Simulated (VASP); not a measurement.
Wanted: the native input for a VASP 6.6.1 run.

* Task: single point
* Functional: PBE
* Potentials or basis: VASP PAW PBE potentials, release 64 (Be, Sn_d)
* Cutoff: 520 eV
* k mesh: 6 × 6 × 2
* Occupations: gaussian, width 0.1 eV
* Spin: no spin polarisation
* Dipole correction: no
* Further INCAR settings: ALGO = Normal; EDIFF = 1e-06; NBANDS = 21

The structure of Be5Sn lies in POSCAR:

```
Be5Sn
1.0
    2.7144808900      0.0000000000      0.0000000000
   -1.3572404400      2.3508094100      0.0000000000
    0.0000000000      0.0000000000     11.0750068400
Be Sn
5 1
Direct
    0.0000000000      0.0000000000      0.6501677900
    0.3333333300      0.6666666700      0.8003355800
    0.3333333300      0.6666666700      0.1996644200
    0.0000000000      0.0000000000      0.3498322100
    0.6666666700      0.3333333300      0.5000000000
    0.0000000000      0.0000000000      0.0000000000
```

The input as run:

INCAR

```
SYSTEM = Be5Sn
ALGO = Normal
EDIFF = 1E-6
ENCUT = 520
GGA = PE
ISIF = 2
ISMEAR = 0
LASPH = .True.
LCHARG = .False.
LREAL = .False.
LWAVE = .False.
NBANDS = 21
NELM = 100
PREC = Accurate
SIGMA = 0.1
```

KPOINTS

```
k-points
0
Gamma
  6 6 2
  0 0 0
```

Potentials or basis: VASP PAW PBE potentials, release 64 (Be, Sn_d).

Launch:

```bash
$ cat potpaw_PBE.64/Be/POTCAR potpaw_PBE.64/Sn_d/POTCAR > POTCAR
$ mpirun -np 1 vasp_std > vasp.out
```

It gave:

The pressure is 7.6 GPa. The largest force is 0.785 eV/Å. The band gap on the k mesh is zero (band 12 reaches 9.85 eV, above the bottom of band 13 at 5.62 eV).

Caveat: the k points lie up to 0.45 Å⁻¹ apart; spin-orbit coupling is left out, which moves the levels of the heavy elements.

Wall time 12 s on 1 thread of Intel(R) Xeon(R) 6975P-C (Granite Rapids) (shared host), peak memory 0.17 GiB.
